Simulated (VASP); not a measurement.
# V in VASP: density of states with PBE

Aim: the density of states of V with PBE.

Program: VASP 6.6.1. These are calculated values, not measurements. Logs are shortened: lines on timing, memory, paths and dates and some standing lists are left out, and cuts for length are marked.

## (1) The cell of the first run

The cell holds a slab with vacuum, 5 atoms: a = 4.239 Å, b = 4.239 Å, c = 19.461 Å, α = 90.00°, β = 90.00°, γ = 120.00°.

## (2) Density of states, PBE

Contents of POSCAR:

```
V
1.0
    4.2385384045      0.0000000000      0.0000000000
   -2.1192692022      3.6706819332      0.0000000000
    0.0000000000      0.0000000000     19.4608000000
V
5
Direct
    0.8333333330      0.1666666670      0.4110840224
    0.1666666670      0.8333333330      0.4555420111
    0.5000000000      0.5000000000      0.5000000000
    0.8333333330      0.1666666670      0.5444579889
    0.1666666670      0.8333333330      0.5889159776
```

Contents of INCAR.step1:

```
PREC     = Accurate       # precision mode
ENCUT    = 400            # plane-wave cutoff, eV
EDIFF    = 1E-6           # SCF threshold, eV
ISMEAR   = -1             # smearing method
SIGMA    = 0.05           # smearing width, eV
LREAL    = F              # projectors in reciprocal space
LASPH    = T              # aspherical terms in the spheres
NELM     = 120            # most SCF steps
ALGO     = Normal         # electronic algorithm
ISIF     = 2              # what is computed and relaxed
LWAVE    = F              # write WAVECAR
LCHARG   = T              # write CHGCAR
LMAXMIX  = 4              # l up to which the mixer works
LDIPOL   = T            
IDIPOL   = 3            
DIPOL    = 0.5 0.5 0.500
GGA      = PE             # functional
NBANDS   = 40             # bands
GGA_COMPAT= F            
NEDOS    = 2001           # points of the DOS
LORBIT   = 11             # projections on sites
NELMDL   = -8
```

Contents of KPOINTS.step1:

```
regular mesh
0
Gamma
  9 9 1
```

Contents of INCAR.step2:

```
PREC     = Accurate       # precision mode
ENCUT    = 400            # plane-wave cutoff, eV
EDIFF    = 1E-6           # SCF threshold, eV
ISMEAR   = -5             # smearing method
SIGMA    = 0.05           # smearing width, eV
LREAL    = F              # projectors in reciprocal space
LASPH    = T              # aspherical terms in the spheres
NELM     = 120            # most SCF steps
ALGO     = Normal         # electronic algorithm
ISIF     = 2              # what is computed and relaxed
LWAVE    = F              # write WAVECAR
LCHARG   = F              # write CHGCAR
LMAXMIX  = 4              # l up to which the mixer works
LDIPOL   = T            
IDIPOL   = 3            
DIPOL    = 0.5 0.5 0.500
GGA      = PE             # functional
LORBIT   = 11             # projections on sites
NEDOS    = 1001           # points of the DOS
ICHARG   = 11             # starting density
GGA_COMPAT= F            
NELMDL   = -8
```

Contents of KPOINTS.step2:

```
regular mesh
0
Gamma
  14 14 1
```

Potentials or basis: VASP PAW PBE potentials, release 64 (V_sv).

Started as:

```
> cat potpaw_PBE.64/V_sv/POTCAR > POTCAR
> cp INCAR.step1 INCAR
> cp KPOINTS.step1 KPOINTS
> mpirun -np 1 vasp_std > vasp.out
> cp INCAR.step2 INCAR
> cp KPOINTS.step2 KPOINTS
> mpirun -np 1 vasp_std > vasp.out
```

OUTCAR:

```text
PREC = Accurate
   ENCUT = 400
   EDIFF = 1E-6
   ISMEAR = -5
   LREAL = F
   LASPH = T
   NELM = 120
   ISIF = 2
   GGA = PE
   LORBIT = 11
   ICHARG = 11
   NELMDL = -8

 ion  position               nearest neighbor table
   1  0.833  0.167  0.411-   2 2.60   2 2.60   4 2.60   2 2.60
   2  0.167  0.833  0.456-   1 2.60   1 2.60   3 2.60   5 2.60   3 2.60   3 2.60   1 2.60
   3  0.500  0.500  0.500-   2 2.60   4 2.60   4 2.60   2 2.60   2 2.60   4 2.60
   4  0.833  0.167  0.544-   5 2.60   5 2.60   3 2.60   1 2.60   3 2.60   3 2.60   5 2.60
   5  0.167  0.833  0.589-   4 2.60   4 2.60   2 2.60   4 2.60

  LATTYP: Found a hexagonal cell.
 ALAT       =     4.2385384045
 C/A-ratio  =     4.5913940474

  Lattice vectors:

 A1 = (   4.2385384045,   0.0000000000,   0.0000000000)
 A2 = (  -2.1192692022,   3.6706819332,   0.0000000000)
 A3 = (   0.0000000000,   0.0000000000,  19.4608000000)

Analysis of symmetry for initial positions (statically):
=====================================================================
 Subroutine PRICEL returns:
 Original cell was already a primitive cell.

 Routine SETGRP: Setting up the symmetry group for a
 hexagonal supercell.

 Subroutine GETGRP returns: Found 12 space group operations
 (whereof  4 operations were pure point group operations)
 out of a pool of 24 trial point group operations.

The static configuration has the point symmetry C_2h.
 The point group associated with its full space group is D_3d.

Analysis of symmetry for dynamics (positions and initial velocities):
=====================================================================
 Subroutine PRICEL returns:
 Original cell was already a primitive cell.

 Routine SETGRP: Setting up the symmetry group for a
 hexagonal supercell.

 Subroutine GETGRP returns: Found 12 space group operations
 (whereof  4 operations were pure point group operations)
 out of a pool of 24 trial point group operations.

The dynamic configuration has the point symmetry C_2h.
 The point group associated with its full space group is D_3d.

 Subroutine INISYM returns: Found 12 space group operations
 (whereof  4 operations are pure point group operations),
 and found     1 'primitive' translations

----------------------------------------------------------------------------------------

                                     Primitive cell

  volume of cell :     302.7775

  direct lattice vectors                    reciprocal lattice vectors
     4.238538404  0.000000000  0.000000000     0.235930386  0.136214472  0.000000000
    -2.119269202  3.670681933  0.000000000     0.000000000  0.272428943  0.000000000
     0.000000000  0.000000000 19.460800000     0.000000000  0.000000000  0.051385349

  length of vectors
     4.238538404  4.238538404 19.460800000     0.272428943  0.272428943  0.051385349

  position of ions in fractional coordinates (direct lattice)
     0.833333333  0.166666667  0.411084022
     0.166666667  0.833333333  0.455542011
     0.500000000  0.500000000  0.500000000
     0.833333333  0.166666667  0.544457989
     0.166666667  0.833333333  0.588915978

  ion indices of the primitive-cell ions
   primitive index   ion index
                 1           1
                 2           2
                 3           3
                 4           4
                 5           5

----------------------------------------------------------------------------------------

 KPOINTS: regular mesh

Automatic generation of k-mesh.
 Grid dimensions read from file:
 generate k-points for:   14   14    1

 Generating k-lattice:

  Cartesian coordinates                     Fractional coordinates (reciprocal lattice)
     0.016852170  0.009729605  0.000000000     0.071428571  0.000000000  0.000000000
     0.000000000  0.019459210  0.000000000     0.000000000  0.071428571  0.000000000
     0.000000000  0.000000000  0.051385349     0.000000000  0.000000000  1.000000000

  Length of vectors
     0.019459210  0.019459210  0.051385349

  Shift w.r.t. Gamma in fractional coordinates (k-lattice)
     0.000000000  0.000000000  0.000000000

 TETIRR: Found    105 inequivalent tetrahedra from     1176

 Subroutine IBZKPT returns following result:
 ===========================================

 Found     24 irreducible k-points:

 Following reciprocal coordinates:
            Coordinates               Weight
  0.000000  0.000000  0.000000      1.000000
  0.071429  0.000000  0.000000      6.000000
  0.142857 -0.000000  0.000000      6.000000
  0.214286 -0.000000  0.000000      6.000000
  0.285714 -0.000000  0.000000      6.000000
  0.357143  0.000000  0.000000      6.000000
[... 16 lines left out ...]
  0.285714  0.285714  0.000000      6.000000
  0.357143  0.285714  0.000000      6.000000
   k-points           NKPTS =     24   k-points in BZ     NKDIM =     24   number of bands    NBANDS=     39
   number of dos      NEDOS =   1001   number of ions     NIONS =      5
   total plane-waves  NPLWV = 100352
   dimension x,y,z NGX =    28 NGY =   28 NGZ =  128
   dimension x,y,z NGXF=    56 NGYF=   56 NGZF=  256
   ions per type =               5
   NGX,Y,Z   is equivalent  to a cutoff of  10.98, 10.98, 10.93 a.u.
   NGXF,Y,Z  is equivalent  to a cutoff of  21.96, 21.96, 21.87 a.u.
 SYSTEM =  unknown system
   PREC   = accura    normal or accurate (medium, high low for compatibility)
   ISTART =      0    job   : 0-new  1-cont  2-samecut
   ICHARG =     11    charge: 1-file 2-atom 10-const
   ISPIN  =      1    spin polarized calculation?
   LNONCOLLINEAR =      F non collinear calculations
   LSORBIT =      F    spin-orbit coupling
   LASPH  =      T    aspherical Exc in radial PAW
   ENCUT  =  400.0 eV  29.40 Ry    5.42 a.u.   6.91  6.91 31.74*2*pi/ulx,y,z
   NELM   =    120;   NELMIN=  2; NELMDL= -8     # of ELM steps
   EDIFF  = 0.1E-05   stopping-criterion for ELM
   LREAL  =      F    real-space projection
   EDIFFG = 0.1E-04   stopping-criterion for IOM
   NSW    =      0    number of steps for IOM
   IBRION =     -1    ionic relax: 0-MD 1-quasi-New 2-CG
   NFREE  =      0    steps in history (QN), initial steepest desc. (CG)
   ISIF   =      2    stress and relaxation
   ISYM   =      2    0-nonsym 1-usesym 2-fastsym
   POTIM  = 0.5000    time-step for ionic-motion
   TEBEG  =    0.0;   TEEND  =   0.0 temperature during run
   PSTRESS=    0.0 pullay stress
   NELECT =      65.0000    total number of electrons
   NUPDOWN=      -1.0000    fix difference up-down
   EMIN   =  10.00;   EMAX   =-10.00  energy-range for DOS
   EFERMI =   0.00;   METHOD = LEGACY
   ISMEAR =    -5;   SIGMA  =   0.05  broadening in eV -4-tet -1-fermi 0-gaus
   EFERMI_NEDOS =   21; number of points for ismear=-14 and -15
   IALGO  =     38    algorithm
   IMIX   =      4    mixing-type and parameters
     AMIX     =   0.40;   BMIX     =  1.00
     AMIX_MAG =   1.60;   BMIX_MAG =  1.00
  volume/ion in A,a.u.               =      60.56       408.65
  Fermi-wavevector in a.u.,A,eV,Ry     =   0.980253  1.852409 13.073778  0.960896
  Thomas-Fermi vector in A             =   2.111169
   LORBIT       =     11    0 simple, 1 ext, 2 COOP (PROOUT), +10 PAW based schemes
   GGA     = PE    functional components
   LHFCALC =     F    Hartree Fock is set to
   AEXX    =    0.0000 exact exchange contribution
   IVDW    =     0    specifies the selected vdW correction
   LEPSILON=     F    determine dielectric tensor
   LRPA    =     F    only Hartree local field effects (RPA)
 non-spin polarized calculation
 Fermi weights with tetrahedron method with Bloechl corrections
  energy-cutoff  :      400.00
  volume of cell :      302.78
 maximum number of plane-waves:      5530
 NGX is ok and might be reduce to    28

 number of electron      64.9999991 magnetization

 dipolmoment           0.000000      0.000000      0.000000 electrons x Angstroem

 Free energy of the ion-electron system (eV)
  ---------------------------------------------------
  ext. energy  EPLUGINS =         0.00000000
  ---------------------------------------------------
  free energy    TOTEN  =       -39.05139058 eV

  energy without entropy =      -39.05139058  energy(sigma->0) =      -39.05139058

 E-fermi :  -0.3706     XC(G=0):  -4.1493

 val. band max:       -0.3793582059   @ k =   0.1429  -0.0000   0.0000
 cond. band min:      -0.3648044555   @ k =   0.3571   0.2143   0.0000
 fundamental gap:      0.0145537504
 Fermi energy:        -0.3705701636

 k-point     1 :       0.0000    0.0000    0.0000
  band No.  band energies     occupation
      1     -64.3850      2.00000
      2     -64.3573      2.00000
      3     -64.2895      2.00000
      4     -63.9786      2.00000
      5     -63.9661      2.00000
      6     -38.3997      2.00000
[... 31 lines left out ...]
     38       1.0656      0.00000
     39       1.2239      0.00000

 k-point     2 :       0.0714    0.0000    0.0000
  band No.  band energies     occupation
      1     -64.3839      2.00000
      2     -64.3571      2.00000
      3     -64.2895      2.00000
      4     -63.9793      2.00000
      5     -63.9674      2.00000
      6     -38.4015      2.00000
[... 31 lines left out ...]
     38       1.0359      0.00000
     39       1.2480      0.00000

 k-point     3 :       0.1429   -0.0000    0.0000
  band No.  band energies     occupation
      1     -64.3802      2.00000
      2     -64.3563      2.00000
      3     -64.2892      2.00000
      4     -63.9809      2.00000
      5     -63.9707      2.00000
      6     -38.4108      2.00000
[... 31 lines left out ...]
     38       0.9776      0.00000
     39       1.2784      0.00000

 k-point     4 :       0.2143   -0.0000    0.0000
  band No.  band energies     occupation
      1     -64.3749      2.00000
      2     -64.3552      2.00000
      3     -64.2887      2.00000
      4     -63.9834      2.00000
      5     -63.9758      2.00000
      6     -38.4292      2.00000
[... 31 lines left out ...]
     38       0.9014      0.00000
     39       1.2677      0.00000
[... 754 lines left out ...]
     38       0.8102      0.00000
     39       0.8450      0.00000

 k-point    23 :       0.2857    0.2857    0.0000
  band No.  band energies     occupation
      1     -64.3558      2.00000
      2     -64.3530      2.00000
      3     -64.2831      2.00000
      4     -63.9938      2.00000
      5     -63.9929      2.00000
      6     -38.4718      2.00000
[... 31 lines left out ...]
     38       0.8673      0.00000
     39       0.9957      0.00000

 k-point    24 :       0.3571    0.2857    0.0000
  band No.  band energies     occupation
      1     -64.3545      2.00000
      2     -64.3534      2.00000
      3     -64.2826      2.00000
      4     -63.9945      2.00000
      5     -63.9935      2.00000
      6     -38.4730      2.00000
[... 31 lines left out ...]
     38       0.7664      0.00000
     39       1.0272      0.00000

------------------------ aborting loop because EDIFF is reached ----------------------------------------

 vacuum level on the upper side and lower side of the slab       (xc-potential included)        -0.153        -0.153

  FORCE on cell =-STRESS in cart. coord.  units (eV):
  Direction    XX          YY          ZZ          XY          YZ          ZX
  --------------------------------------------------------------------------------------
  -------------------------------------------------------------------------------------
  Total       -8.5461824     -8.5461824     -8.7037613     -0.0000000     -0.0000000      0.0000000
  in kB      -45.2229797    -45.2229797    -46.0568241     -0.0000000     -0.0000000      0.0000000
  external PRESSURE =     -45.5009278 kB  Pullay stress =       0.0000000 kB

 VOLUME and BASIS-vectors are now :
 -----------------------------------------------------------------------------
  energy-cutoff  :      400.00
  volume of cell :      302.78
      direct lattice vectors                 reciprocal lattice vectors
     4.238538404  0.000000000  0.000000000     0.235930386  0.136214472  0.000000000
    -2.119269202  3.670681933  0.000000000     0.000000000  0.272428943  0.000000000
     0.000000000  0.000000000 19.460800000     0.000000000  0.000000000  0.051385349

 POSITION                                       TOTAL-FORCE (eV/Angst)
 -----------------------------------------------------------------------------------
      3.17890      0.61178      8.00002        -0.000000      0.000000      1.682788
     -1.05963      3.05890      8.86521         0.000000     -0.000000      1.203286
      1.05963      1.83534      9.73040        -0.000000      0.000000      0.000000
      3.17890      0.61178     10.59559        -0.000000     -0.000000     -1.203286
     -1.05963      3.05890     11.46078         0.000000      0.000000     -1.682788
 -----------------------------------------------------------------------------------
    total drift:                                0.000018     -0.000011      0.000004

  FREE ENERGIE OF THE ION-ELECTRON SYSTEM (eV)
  ---------------------------------------------------
  free  energy   TOTEN  =       -39.0513905781 eV

  energy  without entropy=      -39.0513905781  energy(sigma->0) =      -39.05139058

 vacuum level on the upper side and lower side of the slab         2.949         2.949

 total charge

# of ion       s       p       d       tot
------------------------------------------
    1        2.312   6.065   3.067  11.444
    2        2.339   6.158   3.112  11.610
    3        2.318   6.182   3.013  11.513
    4        2.339   6.158   3.112  11.610
    5        2.312   6.065   3.067  11.444
--------------------------------------------------
tot         11.620  30.629  15.371  57.620
```

Wall time 3.7 min (1 thread of Intel Xeon 6975P-C (Granite Rapids), shared host); peak memory 0.34 GiB.

Results:

- Valence electrons inside the program's atomic spheres: V 11.44, 11.61, 11.51

Levels at points of the mesh, in eV from the Fermi level:
```tsv
k point	band 30	band 31	band 32	band 33	band 34	band 35
(0.00, 0.00, 0.00)	-0.74	-0.42	-0.42	-0.19	-0.10	-0.10
(0.50, 0.00, 0.00)	-0.55	-0.51	-0.40	-0.27	0.24	0.46
```

Caveat: tetrahedron occupations give inexact forces and stress in metals.
